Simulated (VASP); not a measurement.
# S (P3_221) in VASP: relaxation of cell and atoms with LDA

Aim: the relaxation of cell and atoms of S with LDA.

Everything below comes from runs of VASP 6.6.1. Logs are shortened: lines on timing, memory, paths and dates and some standing lists are left out, and cuts for length are marked.

### Step 1. The cell of the first run

It takes space group P3_221 (No. 154, trigonal). Conventional cell: a = 7.848 Å, b = 7.848 Å, c = 4.372 Å, α = 90.00°, β = 90.00°, γ = 120.00°. Within 2.7 Å of S (site symmetry 2) lie 2 S at 2.06 Å. Within 2.7 Å of S (site symmetry 1) lie 2 S at 2.06 Å.

### Step 2. Relaxation of cell and atoms, LDA

The input, INCAR:

```
SYSTEM = S
ALGO     = Fast           ! electronic algorithm
EDIFF    = 1E-7           ! SCF threshold, eV
EDIFFG   = -0.005         ! ionic threshold
ENCUT    = 600            ! plane-wave cutoff, eV
IBRION   = 2              ! ionic algorithm
ISIF     = 3              ! what is computed and relaxed
ISMEAR   = 0              ! smearing method
LASPH    = .TRUE.         ! aspherical terms in the spheres
LCHARG   = .FALSE.        ! write CHGCAR
LREAL    = .FALSE.        ! projectors in reciprocal space
LWAVE    = .FALSE.        ! write WAVECAR
NELM     = 80             ! most SCF steps
NSW      = 90             ! ionic steps
PREC     = Accurate       ! precision mode
SIGMA    = 0.02           ! smearing width, eV
```

The input, KPOINTS:

```
k-points
0
G
  6 6 6
  0 0 0
```

The input, POSCAR:

```
S
1.0
    7.8483716200      0.0000000000      0.0000000000
   -3.9241858100      6.7968892000      0.0000000000
    0.0000000000      0.0000000000      4.3718472700
S
9
Direct
    0.1074698100      0.1074698100      0.5000000000
    0.4497097800      0.6897898700      0.7335943500
    0.6897898700      0.4497097800      0.2664056500
    0.8925301900      0.0000000000      0.1666666700
    0.2400800900      0.5502902200      0.0669276800
    0.3102101300      0.7599199100      0.4002610200
    0.5502902200      0.2400800900      0.9330723200
    0.7599199100      0.3102101300      0.5997389800
    0.0000000000      0.8925301900      0.8333333300
```

Potentials or basis: VASP PAW LDA potentials, release 64 (S).

Command:

```bash
$ cat potpaw_LDA.64/S/POTCAR > POTCAR
$ mpirun -np 1 vasp_std > vasp.out
```

OUTCAR:

```text
SYSTEM = S
   EDIFF = 1E-7
   EDIFFG = -0.005
   ENCUT = 600
   IBRION = 2
   ISIF = 3
   ISMEAR = 0
   LASPH = .TRUE.
   LREAL = .FALSE.
   NELM = 80
   NSW = 90
   PREC = Accurate

 ion  position               nearest neighbor table
   1  0.107  0.107  0.500-   9 2.06   4 2.06
   2  0.450  0.690  0.734-   5 2.06   6 2.06
   3  0.690  0.450  0.266-   7 2.06   8 2.06
   4  0.893  0.000  0.167-   1 2.06   9 2.06
   5  0.240  0.550  0.067-   2 2.06   6 2.06
   6  0.310  0.760  0.400-   2 2.06   5 2.06
   7  0.550  0.240  0.933-   3 2.06   8 2.06
   8  0.760  0.310  0.600-   3 2.06   7 2.06
   9  0.000  0.893  0.833-   1 2.06   4 2.06

  LATTYP: Found a hexagonal cell.
 ALAT       =     7.8483716200
 C/A-ratio  =     0.5570387695

  Lattice vectors:

 A1 = (   7.8483716200,   0.0000000000,   0.0000000000)
 A2 = (  -3.9241858100,   6.7968892000,   0.0000000000)
 A3 = (   0.0000000000,   0.0000000000,   4.3718472700)

Analysis of symmetry for initial positions (statically):
=====================================================================
 Subroutine PRICEL returns:
 Original cell was already a primitive cell.

 Routine SETGRP: Setting up the symmetry group for a
 hexagonal supercell.

 Subroutine GETGRP returns: Found  6 space group operations
 (whereof  2 operations were pure point group operations)
 out of a pool of 24 trial point group operations.

The static configuration has the point symmetry C_2 .
 The point group associated with its full space group is D_3 .

Analysis of symmetry for dynamics (positions and initial velocities):
=====================================================================
 Subroutine PRICEL returns:
 Original cell was already a primitive cell.

 Routine SETGRP: Setting up the symmetry group for a
 hexagonal supercell.

 Subroutine GETGRP returns: Found  6 space group operations
 (whereof  2 operations were pure point group operations)
 out of a pool of 24 trial point group operations.

The dynamic configuration has the point symmetry C_2 .
 The point group associated with its full space group is D_3 .

 Subroutine INISYM returns: Found  6 space group operations
 (whereof  2 operations are pure point group operations),
 and found     1 'primitive' translations

----------------------------------------------------------------------------------------

                                     Primitive cell

  volume of cell :     233.2141

  direct lattice vectors                    reciprocal lattice vectors
     7.848371620  0.000000000  0.000000000     0.127414966  0.073563065  0.000000000
    -3.924185810  6.796889200  0.000000000     0.000000000  0.147126129  0.000000000
     0.000000000  0.000000000  4.371847270     0.000000000  0.000000000  0.228736261

  length of vectors
     7.848371620  7.848371619  4.371847270     0.147126129  0.147126129  0.228736261

  position of ions in fractional coordinates (direct lattice)
     0.107469810  0.107469810  0.500000000
     0.449709780  0.689789870  0.733594350
     0.689789870  0.449709780  0.266405650
     0.892530190  0.000000000  0.166666670
     0.240080090  0.550290220  0.066927680
     0.310210130  0.759919910  0.400261020
     0.550290220  0.240080090  0.933072320
     0.759919910  0.310210130  0.599738980
     0.000000000  0.892530190  0.833333330

  ion indices of the primitive-cell ions
   primitive index   ion index
                 1           1
                 2           2
                 3           3
                 4           4
                 5           5
                 6           6
                 7           7
                 8           8
                 9           9

----------------------------------------------------------------------------------------

 KPOINTS: k-points

Automatic generation of k-mesh.
 Grid dimensions read from file:
 generate k-points for:    6    6    6

 Generating k-lattice:

  Cartesian coordinates                     Fractional coordinates (reciprocal lattice)
     0.021235828  0.012260511  0.000000000     0.166666667  0.000000000  0.000000000
     0.000000000  0.024521022  0.000000000     0.000000000  0.166666667  0.000000000
     0.000000000  0.000000000  0.038122710     0.000000000  0.000000000  0.166666667

  Length of vectors
     0.024521022  0.024521022  0.038122710

  Shift w.r.t. Gamma in fractional coordinates (k-lattice)
     0.000000000  0.000000000  0.000000000

 Subroutine IBZKPT returns following result:
 ===========================================

 Found     34 irreducible k-points:

 Following reciprocal coordinates:
            Coordinates               Weight
  0.000000  0.000000  0.000000      1.000000
  0.166667 -0.000000  0.000000      6.000000
  0.333333  0.000000  0.000000      6.000000
  0.500000  0.000000  0.000000      3.000000
  0.166667  0.166667  0.000000      6.000000
  0.333333  0.166667  0.000000     12.000000
[... 16 lines left out ...]
  0.500000  0.000000  0.333333      6.000000
  0.166667  0.166667  0.333333     12.000000
 [... further k-points ...]
   k-points           NKPTS =     34   k-points in BZ     NKDIM =     34   number of bands    NBANDS=     32
   number of dos      NEDOS =    301   number of ions     NIONS =      9
   total plane-waves  NPLWV = 147456
   dimension x,y,z NGX =    64 NGY =   64 NGZ =   36
   dimension x,y,z NGXF=   128 NGYF=  128 NGZF=   72
   ions per type =               9
   NGX,Y,Z   is equivalent  to a cutoff of  13.56, 13.56, 13.69 a.u.
   NGXF,Y,Z  is equivalent  to a cutoff of  27.11, 27.11, 27.38 a.u.
 SYSTEM =  S
   PREC   = accura    normal or accurate (medium, high low for compatibility)
   ISTART =      0    job   : 0-new  1-cont  2-samecut
   ICHARG =      2    charge: 1-file 2-atom 10-const
   ISPIN  =      1    spin polarized calculation?
   LNONCOLLINEAR =      F non collinear calculations
   LSORBIT =      F    spin-orbit coupling
   LASPH  =      T    aspherical Exc in radial PAW
   ENCUT  =  600.0 eV  44.10 Ry    6.64 a.u.  15.68 15.68  8.73*2*pi/ulx,y,z
   NELM   =     80;   NELMIN=  2; NELMDL= -5     # of ELM steps
   EDIFF  = 0.1E-06   stopping-criterion for ELM
   LREAL  =      F    real-space projection
   EDIFFG = -.5E-02   stopping-criterion for IOM
   NSW    =     90    number of steps for IOM
   IBRION =      2    ionic relax: 0-MD 1-quasi-New 2-CG
   NFREE  =      1    steps in history (QN), initial steepest desc. (CG)
   ISIF   =      3    stress and relaxation
   ISYM   =      2    0-nonsym 1-usesym 2-fastsym
   POTIM  = 0.5000    time-step for ionic-motion
   TEBEG  =    0.0;   TEEND  =   0.0 temperature during run
   PSTRESS=    0.0 pullay stress
   NELECT =      54.0000    total number of electrons
   NUPDOWN=      -1.0000    fix difference up-down
   EMIN   =  10.00;   EMAX   =-10.00  energy-range for DOS
   EFERMI =   0.00;   METHOD = LEGACY
   ISMEAR =     0;   SIGMA  =   0.02  broadening in eV -4-tet -1-fermi 0-gaus
   EFERMI_NEDOS =   21; number of points for ismear=-14 and -15
   IALGO  =     68    algorithm
   IMIX   =      4    mixing-type and parameters
     AMIX     =   0.40;   BMIX     =  1.00
     AMIX_MAG =   1.60;   BMIX_MAG =  1.00
  volume/ion in A,a.u.               =      25.91       174.87
  Fermi-wavevector in a.u.,A,eV,Ry     =   1.005282  1.899707 13.749933  1.010592
  Thomas-Fermi vector in A             =   2.137951
   LORBIT       =      0    0 simple, 1 ext, 2 COOP (PROOUT), +10 PAW based schemes
   GGA     = CA    functional components
   LHFCALC =     F    Hartree Fock is set to
   AEXX    =    0.0000 exact exchange contribution
   IVDW    =     0    specifies the selected vdW correction
   LEPSILON=     F    determine dielectric tensor
   LRPA    =     F    only Hartree local field effects (RPA)
 conjugate gradient relaxation of ions
 non-spin polarized calculation
 RMM-DIIS sequential band-by-band and
 Gauss-broadening in eV      SIGMA  =   0.02
  energy-cutoff  :      600.00
  volume of cell :      233.21
 maximum number of plane-waves:      7818
 NGX is ok and might be reduce to    64
   NGX = 31   NGY = 31   NGZ = 17

--------------------------------------- Ionic step        1  -------------------------------------------

 number of electron      54.0000002 magnetization

 Free energy of the ion-electron system (eV)
  ---------------------------------------------------
  ext. energy  EPLUGINS =         0.00000000
  ---------------------------------------------------
  free energy    TOTEN  =       -41.54188950 eV

  energy without entropy =      -41.54188950  energy(sigma->0) =      -41.54188950

------------------------ aborting loop because EDIFF is reached ----------------------------------------

  FORCE on cell =-STRESS in cart. coord.  units (eV):
  Direction    XX          YY          ZZ          XY          YZ          ZX
  --------------------------------------------------------------------------------------
  -------------------------------------------------------------------------------------
  Total       -2.3132533     -2.3132533     -2.9991160      0.0000000     -0.0000000      0.0000000
  in kB      -15.8920178    -15.8920178    -20.6038848      0.0000000     -0.0000000      0.0000000
  external PRESSURE =     -17.4626401 kB  Pullay stress =       0.0000000 kB
[... 110 lines left out ...]
  FREE ENERGIE OF THE ION-ELECTRON SYSTEM (eV)
  ---------------------------------------------------
  free  energy   TOTEN  =       -41.5782382354 eV

  energy  without entropy=      -41.5782382354  energy(sigma->0) =      -41.57823824

[... ionic steps 4 to 31 ...]

--------------------------------------- Ionic step       32  -------------------------------------------

 number of electron      53.9999996 magnetization

------------------------ aborting loop because EDIFF is reached ----------------------------------------

  FORCE on cell =-STRESS in cart. coord.  units (eV):
  Direction    XX          YY          ZZ          XY          YZ          ZX
  --------------------------------------------------------------------------------------
  -------------------------------------------------------------------------------------
  Total        0.0129360      0.0129360     -0.0586232     -0.0000000      0.0000000      0.0000000
  in kB        0.1086975      0.1086975     -0.4925948     -0.0000000      0.0000000      0.0000000
  external PRESSURE =      -0.0917332 kB  Pullay stress =       0.0000000 kB
[... 71 lines left out ...]
  energy  without entropy=      -41.8228299602  energy(sigma->0) =      -41.82282996

--------------------------------------- Ionic step       34  -------------------------------------------

 number of electron      53.9999996 magnetization

 Free energy of the ion-electron system (eV)
  ---------------------------------------------------
  ext. energy  EPLUGINS =         0.00000000
  ---------------------------------------------------
  free energy    TOTEN  =       -41.82283353 eV

  energy without entropy =      -41.82283353  energy(sigma->0) =      -41.82283353

 E-fermi :   3.8755     XC(G=0):  -9.6367

 val. band max:        3.7684150005   @ k =   0.0000   0.0000   0.3333
 cond. band min:       5.3897986394   @ k =   0.5000   0.0000   0.5000
 fundamental gap:      1.6213836389
 Fermi energy:         3.8755408141

 k-point     1 :       0.0000    0.0000    0.0000
  band No.  band energies     occupation
      1     -13.1686      2.00000
      2     -12.7278      2.00000
      3     -12.6362      2.00000
      4      -8.0045      2.00000
      5      -8.0045      2.00000
      6      -7.8430      2.00000
[... 829 lines left out ...]
     31       6.5024      0.00000
     32       6.6764      0.00000

 [... further k-points ...]

------------------------ aborting loop because EDIFF is reached ----------------------------------------

  FORCE on cell =-STRESS in cart. coord.  units (eV):
  Direction    XX          YY          ZZ          XY          YZ          ZX
  --------------------------------------------------------------------------------------
  -------------------------------------------------------------------------------------
  Total        0.0213738      0.0213738     -0.0164533     -0.0000000     -0.0000000     -0.0000000
  in kB        0.1796212      0.1796212     -0.1382701     -0.0000000     -0.0000000     -0.0000000
  external PRESSURE =       0.0736574 kB  Pullay stress =       0.0000000 kB
[... 24 lines left out ...]
  FREE ENERGIE OF THE ION-ELECTRON SYSTEM (eV)
  ---------------------------------------------------
  free  energy   TOTEN  =       -41.8228335295 eV

  energy  without entropy=      -41.8228335295  energy(sigma->0) =      -41.82283353

 reached required accuracy - stopping structural energy minimisation
```

Run time: 46 min. Hardware: 1 thread of Intel Xeon 6975P-C (Granite Rapids), shared host; peak memory 0.44 GiB.

Results:

- Free energy: -41.8228 eV
- Relaxed volume: 21.18 Å³/atom
- Relaxed cell: a = 7.140 Å, b = 7.140 Å, c = 4.318 Å, α = 90.00°, β = 90.00°, γ = 120.00°
- Space group after relaxing (to 0.1 Å): P3_221 (No. 154)
- Energy gained by relaxing: 31.2 meV/atom
- Ionic steps: 34
- Pressure after relaxing: 0.0 GPa
- Band gap on the k mesh: 1.62 eV (least direct gap 1.71 eV)

Forces on the atoms (eV/Å):
```
S    0.000  0.000  0.000
S    0.003  0.001  0.000
S   -0.001  0.003  0.000
S   -0.001  0.000  0.000
S   -0.001 -0.003  0.000
S   -0.002  0.002  0.000
S   -0.002 -0.002  0.000
S    0.003 -0.001  0.000
S    0.000  0.000  0.000
```

Step by step:
| step | energy change (eV) | largest force (eV/Å) | pressure (GPa) | volume (Å³) |
| --- | --- | --- | --- | --- |
| 1 | 0.0000 | 0.0361 | -1.75 | 233.21 |
| 2 | -0.0274 | 0.5682 | 0.70 | 223.81 |
| 3 | -0.0363 | 0.3634 | -0.15 | 226.85 |
| 4 | -0.0913 | 0.2883 | -0.14 | 220.85 |
| 5 | -0.1846 | 0.1485 | 0.24 | 203.46 |
| 6 | -0.2434 | 0.1797 | -0.80 | 199.98 |
| 7 | -0.2525 | 0.3259 | -1.28 | 198.23 |
| 8 | -0.2774 | 0.1355 | 0.02 | 191.92 |
| 9 | -0.2779 | 0.0932 | -0.14 | 192.66 |
| 10 | -0.2798 | 0.0369 | -0.02 | 192.02 |
| 11 | -0.2799 | 0.0625 | 0.00 | 191.88 |
| 12 | -0.2803 | 0.0240 | -0.09 | 191.77 |
| 13 | -0.2803 | 0.0230 | -0.12 | 191.74 |
| 14 | -0.2805 | 0.0092 | -0.03 | 191.31 |
| 15 | -0.2805 | 0.0099 | -0.01 | 191.25 |
| 16 | -0.2806 | 0.0107 | 0.00 | 191.11 |
| 17 | -0.2807 | 0.0156 | 0.05 | 190.71 |
| 18 | -0.2808 | 0.0065 | -0.01 | 190.70 |
| 19 | -0.2808 | 0.0069 | -0.01 | 190.70 |
| 20 | -0.2808 | 0.0069 | -0.01 | 190.67 |
| 21 | -0.2808 | 0.0087 | 0.00 | 190.58 |
| 22 | -0.2808 | 0.0250 | 0.01 | 190.41 |
| 23 | -0.2808 | 0.0140 | 0.00 | 190.52 |
| 24 | -0.2808 | 0.0068 | 0.02 | 190.48 |
| 25 | -0.2808 | 0.0046 | 0.04 | 190.44 |
| 26 | -0.2809 | 0.0043 | 0.03 | 190.46 |
| 27 | -0.2809 | 0.0086 | 0.01 | 190.52 |
| 28 | -0.2809 | 0.0231 | -0.03 | 190.64 |
| 29 | -0.2809 | 0.0122 | 0.00 | 190.55 |
| 30 | -0.2809 | 0.0092 | 0.00 | 190.57 |
| 31 | -0.2809 | 0.0026 | -0.01 | 190.64 |
| 32 | -0.2809 | 0.0018 | -0.01 | 190.67 |
| 33 | -0.2809 | 0.0007 | -0.01 | 190.66 |
| 34 | -0.2809 | 0.0027 | 0.01 | 190.65 |

Final structure:
```xyz
9
Lattice="7.1398 0.0000 0.0000 -3.5699 6.1833 0.0000 0.0000 0.0000 4.3185" Properties=species:S:1:pos:R:3 pbc="T T T"
S     0.4282    0.7416    2.1592
S     0.8261    4.2888    3.1856
S     3.3011    2.8598    1.1328
S     6.2835    0.0000    0.7197
S    -0.2688    3.3235    0.3066
S    -0.5573    4.7543    1.7461
S     3.0126    1.4290    4.0118
S     4.3960    1.8945    2.5723
S    -3.1417    5.4417    3.5987
```

Caveat: the volume moved by over 15 % at a fixed basis, so the end points are rough. A k mesh can miss the band edges.
